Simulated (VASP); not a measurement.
Input of a VASP 6.6.1 run:

The input INCAR:

```
ALGO     = Normal         # electronic algorithm
EDIFF    = 1E-6           # SCF threshold, eV
ENCUT    = 750            # plane-wave cutoff, eV
GGA      = PS             # functional
GGA_COMPAT= False        
ISIF     = 2              # what is computed and relaxed
ISMEAR   = 0              # smearing method
LASPH    = True           # aspherical terms in the spheres
LCHARG   = False          # write CHGCAR
LREAL    = False          # projectors in reciprocal space
LWAVE    = False          # write WAVECAR
NBANDS   = 13             # bands
NELM     = 120            # most SCF steps
PREC     = Accurate       # precision mode
SIGMA    = 0.01           # smearing width, eV
```

File KPOINTS:

```
k-points
0
Gamma
  8 8 8
```

POSCAR

```
Li2S
1.0
    2.6196713964      2.6196713964      0.0000000000
   -2.6196713964      2.6196713964      0.0000000000
    0.0000000000      2.6196713964      2.6196713964
Li S
2 1
Direct
    0.2500000000      0.7500000000      0.5000000000
    0.7500000000      0.2500000000      0.5000000000
    0.0000000000      0.0000000000      0.0000000000
```

Potentials or basis: VASP PAW PBE potentials, release 64 (Li_sv, S).

The run is started by

```sh
$ cat potpaw_PBE.64/Li_sv/POTCAR potpaw_PBE.64/S/POTCAR > POTCAR
$ mpirun -np 1 vasp_std > vasp.out
```

Predict the pressure.

15.2 GPa.

Predict the band gap on the k mesh.

2.93 eV, indirect (least direct gap 4.98 eV).

Caveat: the PAW data sets were made with another functional, which shifts forces and pressure a little. A k mesh can miss the band edges.
